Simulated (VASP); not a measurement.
# Au (Fm-3m) in VASP: notebook

Runs on Au. Level: PBE+D3(BJ). Tasks: single point, relaxation of cell and atoms.

All numbers are computed with VASP 6.6.1; they aren't measurements. Logs are shortened: lines on timing, memory, paths and dates and some standing lists are left out, and cuts for length are marked.

**1. The cell of the first run**

It takes space group Fm-3m (No. 225, cubic). Conventional cell: a = 4.070 Å, b = 4.070 Å, c = 4.070 Å, α = 90.00°, β = 90.00°, γ = 90.00°. Au (site symmetry m-3m) has 12 Au at 2.88 Å within 3.8 Å.

**2. Single point, PBE+D3(BJ)**

INCAR

```
ALGO = Fast
EDIFF = 1E-6
ENCUT = 520
GGA = PE
ISIF = 2
ISMEAR = 0
IVDW = 12
LASPH = True
LCHARG = False
LREAL = False
LWAVE = False
NBANDS = 12
NELM = 60
PREC = Accurate
SIGMA = 0.1
```

KPOINTS

```
k-points
0
Gamma
  8 8 8
```

POSCAR

```
Au
1.0
    0.0000000000      2.0350000000      2.0350000000
    2.0350000000      0.0000000000      2.0350000000
    2.0350000000      2.0350000000      0.0000000000
Au
1
Direct
    0.0000000000      0.0000000000      0.0000000000
```

Potentials or basis: VASP PAW PBE potentials, release 64 (Au).

Command:

```sh
$ cat potpaw_PBE.64/Au/POTCAR > POTCAR
$ mpirun -np 1 vasp_std > vasp.out
```

OUTCAR:

```text
EDIFF = 1E-6
   ENCUT = 520
   GGA = PE
   ISIF = 2
   ISMEAR = 0
   IVDW = 12
   LASPH = True
   LREAL = False
   NELM = 60
   PREC = Accurate
 IVDW          = 12

 ion  position               nearest neighbor table
   1  0.000  0.000  0.000-

  LATTYP: Found a face centered cubic cell.
 ALAT       =     4.0700000000

  Lattice vectors:

 A1 = (   0.0000000000,   2.0350000000,   2.0350000000)
 A2 = (   2.0350000000,   0.0000000000,   2.0350000000)
 A3 = (   2.0350000000,   2.0350000000,   0.0000000000)

Analysis of symmetry for initial positions (statically):
=====================================================================
 Subroutine PRICEL returns:
 Original cell was already a primitive cell.

 Routine SETGRP: Setting up the symmetry group for a
 face centered cubic supercell.

 Subroutine GETGRP returns: Found 48 space group operations
 (whereof 48 operations were pure point group operations)
 out of a pool of 48 trial point group operations.

The static configuration has the point symmetry O_h .

Analysis of symmetry for dynamics (positions and initial velocities):
=====================================================================
 Subroutine PRICEL returns:
 Original cell was already a primitive cell.

 Routine SETGRP: Setting up the symmetry group for a
 face centered cubic supercell.

 Subroutine GETGRP returns: Found 48 space group operations
 (whereof 48 operations were pure point group operations)
 out of a pool of 48 trial point group operations.

The dynamic configuration has the point symmetry O_h .

 Subroutine INISYM returns: Found 48 space group operations
 (whereof 48 operations are pure point group operations),
 and found     1 'primitive' translations

----------------------------------------------------------------------------------------

                                     Primitive cell

  volume of cell :      16.8548

  direct lattice vectors                    reciprocal lattice vectors
     0.000000000  2.035000000  2.035000000    -0.245700246  0.245700246  0.245700246
     2.035000000  0.000000000  2.035000000     0.245700246 -0.245700246  0.245700246
     2.035000000  2.035000000  0.000000000     0.245700246  0.245700246 -0.245700246

  length of vectors
     2.877924599  2.877924599  2.877924599     0.425565309  0.425565309  0.425565309

  position of ions in fractional coordinates (direct lattice)
     0.000000000  0.000000000  0.000000000

  ion indices of the primitive-cell ions
   primitive index   ion index
                 1           1

----------------------------------------------------------------------------------------

 KPOINTS: k-points

Automatic generation of k-mesh.
 Grid dimensions read from file:
 generate k-points for:    8    8    8

 Generating k-lattice:

  Cartesian coordinates                     Fractional coordinates (reciprocal lattice)
    -0.030712531  0.030712531  0.030712531     0.125000000  0.000000000  0.000000000
     0.030712531 -0.030712531  0.030712531     0.000000000  0.125000000  0.000000000
     0.030712531  0.030712531 -0.030712531     0.000000000  0.000000000  0.125000000

  Length of vectors
     0.053195664  0.053195664  0.053195664

  Shift w.r.t. Gamma in fractional coordinates (k-lattice)
     0.000000000  0.000000000  0.000000000

 Subroutine IBZKPT returns following result:
 ===========================================

 Found     29 irreducible k-points:

 Following reciprocal coordinates:
            Coordinates               Weight
  0.000000  0.000000  0.000000      1.000000
  0.125000  0.000000  0.000000      8.000000
  0.250000  0.000000  0.000000      8.000000
  0.375000  0.000000  0.000000      8.000000
  0.500000  0.000000  0.000000      4.000000
  0.125000  0.125000  0.000000      6.000000
[... 16 lines left out ...]
  0.500000  0.250000  0.125000     48.000000
 -0.375000  0.250000  0.125000     24.000000
 [... further k-points ...]
   k-points           NKPTS =     29   k-points in BZ     NKDIM =     29   number of bands    NBANDS=     12
   number of dos      NEDOS =    301   number of ions     NIONS =      1
   total plane-waves  NPLWV =  13824
   dimension x,y,z NGX =    24 NGY =   24 NGZ =   24
   dimension x,y,z NGXF=    48 NGYF=   48 NGZF=   48
   ions per type =               1
   NGX,Y,Z   is equivalent  to a cutoff of  13.86, 13.86, 13.86 a.u.
   NGXF,Y,Z  is equivalent  to a cutoff of  27.73, 27.73, 27.73 a.u.
 SYSTEM =  unknown system
   PREC   = accura    normal or accurate (medium, high low for compatibility)
   ISTART =      0    job   : 0-new  1-cont  2-samecut
   ICHARG =      2    charge: 1-file 2-atom 10-const
   ISPIN  =      1    spin polarized calculation?
   LNONCOLLINEAR =      F non collinear calculations
   LSORBIT =      F    spin-orbit coupling
   LASPH  =      T    aspherical Exc in radial PAW
   ENCUT  =  520.0 eV  38.22 Ry    6.18 a.u.   5.35  5.35  5.35*2*pi/ulx,y,z
   NELM   =     60;   NELMIN=  2; NELMDL= -5     # of ELM steps
   EDIFF  = 0.1E-05   stopping-criterion for ELM
   LREAL  =      F    real-space projection
   EDIFFG = 0.1E-04   stopping-criterion for IOM
   NSW    =      0    number of steps for IOM
   IBRION =     -1    ionic relax: 0-MD 1-quasi-New 2-CG
   NFREE  =      0    steps in history (QN), initial steepest desc. (CG)
   ISIF   =      2    stress and relaxation
   ISYM   =      2    0-nonsym 1-usesym 2-fastsym
   POTIM  = 0.5000    time-step for ionic-motion
   TEBEG  =    0.0;   TEEND  =   0.0 temperature during run
   PSTRESS=    0.0 pullay stress
   NELECT =      11.0000    total number of electrons
   NUPDOWN=      -1.0000    fix difference up-down
   EMIN   =  10.00;   EMAX   =-10.00  energy-range for DOS
   EFERMI =   0.00;   METHOD = LEGACY
   ISMEAR =     0;   SIGMA  =   0.10  broadening in eV -4-tet -1-fermi 0-gaus
   EFERMI_NEDOS =   21; number of points for ismear=-14 and -15
   IALGO  =     68    algorithm
   IMIX   =      4    mixing-type and parameters
     AMIX     =   0.40;   BMIX     =  1.00
     AMIX_MAG =   1.60;   BMIX_MAG =  1.00
  volume/ion in A,a.u.               =      16.85       113.74
  Fermi-wavevector in a.u.,A,eV,Ry     =   1.420032  2.683470 27.436005  2.016489
  Thomas-Fermi vector in A             =   2.540990
   LORBIT       =      0    0 simple, 1 ext, 2 COOP (PROOUT), +10 PAW based schemes
   GGA     = PE    functional components
   LHFCALC =     F    Hartree Fock is set to
   AEXX    =    0.0000 exact exchange contribution
   IVDW    =    12    specifies the selected vdW correction
   LEPSILON=     F    determine dielectric tensor
   LRPA    =     F    only Hartree local field effects (RPA)
 non-spin polarized calculation
 RMM-DIIS sequential band-by-band and
 Gauss-broadening in eV      SIGMA  =   0.10
  energy-cutoff  :      520.00
  volume of cell :       16.85
 maximum number of plane-waves:       469
 NGX is ok and might be reduce to    24
   NGX = 11   NGY = 11   NGZ = 11

 number of electron      10.9999999 magnetization

 Free energy of the ion-electron system (eV)
  ---------------------------------------------------
  ext. energy  EPLUGINS =         0.00000000
  ---------------------------------------------------
  free energy    TOTEN  =        -3.14798699 eV

  energy without entropy =       -3.14486055  energy(sigma->0) =       -3.14642377

 E-fermi :   9.6154     XC(G=0): -12.7812

 val. band max:        9.5413101384   @ k =   0.5000   0.2500   0.1250
 cond. band min:       9.8082334153   @ k =   0.5000   0.3750   0.1250
 fundamental gap:      0.2669232768
 Fermi energy:         9.6154412241

 k-point     1 :       0.0000    0.0000    0.0000
  band No.  band energies     occupation
      1      -0.3124      2.00000
      2       4.9154      2.00000
      3       4.9154      2.00000
      4       4.9154      2.00000
      5       6.4614      2.00000
      6       6.4614      2.00000
      7      24.1665      0.00000
      8      28.2313      0.00000
      9      28.2313      0.00000
     10      28.2313      0.00000
     11      33.1683      0.00000
     12      37.9379      0.00000

 k-point     2 :       0.1250    0.0000    0.0000
  band No.  band energies     occupation
      1       0.2244      2.00000
      2       4.7595      2.00000
      3       5.0826      2.00000
      4       5.0826      2.00000
      5       6.4012      2.00000
      6       6.4012      2.00000
      7      24.6511      0.00000
      8      25.6689      0.00000
      9      28.8661      0.00000
     10      28.8661      0.00000
     11      33.2310      0.00000
     12      35.5445      0.00000

 k-point     3 :       0.2500    0.0000    0.0000
  band No.  band energies     occupation
      1       1.5032      2.00000
      2       4.7765      2.00000
      3       5.1991      2.00000
      4       5.1991      2.00000
      5       6.6276      2.00000
      6       6.6276      2.00000
      7      20.9111      0.00000
      8      25.2654      0.00000
      9      29.7516      0.00000
     10      29.7516      0.00000
     11      31.4970      0.00000
     12      32.7756      0.00000
[... 286 lines left out ...]
 k-point    23 :       0.5000    0.2500    0.1250
  band No.  band energies     occupation
      1       3.2809      2.00000
      2       4.4131      2.00000
      3       4.6198      2.00000
      4       5.9709      2.00000
      5       7.1815      2.00000
      6       9.5413      1.70553
      7      16.7311      0.00000
      8      21.6899      0.00000
      9      24.0540      0.00000
     10      28.2570      0.00000
     11      32.2046      0.00000
     12      35.9900      0.00000

 k-point    24 :      -0.3750    0.2500    0.1250
  band No.  band energies     occupation
      1       3.2801      2.00000
      2       4.2284      2.00000
      3       5.3537      2.00000
      4       5.7618      2.00000
      5       7.5433      2.00000
      6      12.3194      0.00000
      7      12.7805      0.00000
      8      21.9394      0.00000
      9      22.8560      0.00000
     10      27.3960      0.00000
     11      33.6478      0.00000
     12      36.6432      0.00000

 [... further k-points ...]

------------------------ aborting loop because EDIFF is reached ----------------------------------------

 Edisp (eV)   -0.67316

 E8    (eV) :    -0.3026

  FORCE on cell =-STRESS in cart. coord.  units (eV):
  Direction    XX          YY          ZZ          XY          YZ          ZX
  --------------------------------------------------------------------------------------
  -------------------------------------------------------------------------------------
  Total       0.51874     0.51874     0.51874     0.00000    -0.00000    -0.00000
  in kB      49.30979    49.30979    49.30979     0.00000    -0.00000    -0.00000
  external pressure =       49.31 kB  Pullay stress =        0.00 kB

 VOLUME and BASIS-vectors are now :
 -----------------------------------------------------------------------------
  energy-cutoff  :      520.00
  volume of cell :       16.85
      direct lattice vectors                 reciprocal lattice vectors
     0.000000000  2.035000000  2.035000000    -0.245700246  0.245700246  0.245700246
     2.035000000  0.000000000  2.035000000     0.245700246 -0.245700246  0.245700246
     2.035000000  2.035000000  0.000000000     0.245700246  0.245700246 -0.245700246

 POSITION                                       TOTAL-FORCE (eV/Angst)
 -----------------------------------------------------------------------------------
      0.00000      0.00000      0.00000        -0.000000     -0.000000     -0.000000
 -----------------------------------------------------------------------------------
    total drift:                                0.000000     -0.000000     -0.000000

  FREE ENERGIE OF THE ION-ELECTRON SYSTEM (eV)
  ---------------------------------------------------
  free  energy   TOTEN  =        -3.8211506576 eV

  energy  without entropy=       -3.8180242149  energy(sigma->0) =       -3.81958744
```

Wall time 3 s (1 thread of Intel Xeon 6975P-C (Granite Rapids), shared host); peak memory 0.14 GiB.

Results:

```
Free energy                : -3.8212 eV
Pressure                   : 4.9 GPa
Dispersion energy per atom : -0.673 eV
```

Caveat: spin-orbit coupling is left out, which moves the levels of the heavy elements; pairwise dispersion overbinds metals, which lowers pressure and volume.

**3. Single point, PBE+D3(BJ)**

This run uses another cell than the first one, of 17.27 Å³/atom, 1.025 times its volume.

INCAR

```
SYSTEM = Au
PREC = Accurate
ENCUT = 520
EDIFF = 1E-6
ISMEAR = 0
SIGMA = 0.1
LREAL = .False.
LASPH = .True.
NELM = 80
ALGO = Normal
ISIF = 2
LWAVE = .False.
LCHARG = .False.
GGA = PE
IVDW = 12
NBANDS = 12
```

KPOINTS

```
Automatic mesh
0
Gamma
  18 18 18
  0 0 0
```

POSCAR

```
Au
1.0
    0.0000000000      2.0516042071      2.0516042071
    2.0516042071      0.0000000000      2.0516042071
    2.0516042071      2.0516042071      0.0000000000
Au
1
Direct
    0.0000000000      0.0000000000      0.0000000000
```

Potentials or basis: VASP PAW PBE potentials, release 64 (Au).

Command:

```sh
$ cat potpaw_PBE.64/Au/POTCAR > POTCAR
$ mpirun -np 1 vasp_std > vasp.out
```

It took 10 s on 1 thread of Intel Xeon 6975P-C (Granite Rapids), shared host; peak memory 0.18 GiB.

The run converged. Its results:

```
Free energy                : -3.8661 eV
Pressure                   : -0.3 GPa
Dispersion energy per atom : -0.656 eV
```

Levels at points of the mesh, in eV from the Fermi level:
```csv
k point,band 4,band 5,band 6,band 7,band 8,band 9
"(0.00, 0.00, 0.00)",-4.59,-3.11,-3.11,14.57,18.49,18.49
"(0.50, 0.00, 0.00)",-1.94,-1.94,-0.87,3.03,14.02,17.06
"(0.50, 0.50, 0.00)",-1.63,-1.63,1.09,5.69,10.00,10.00
```

Caveat: spin-orbit coupling is left out, which moves the levels of the heavy elements; pairwise dispersion overbinds metals, which lowers pressure and volume.

(Continued in part 2 of 2.)
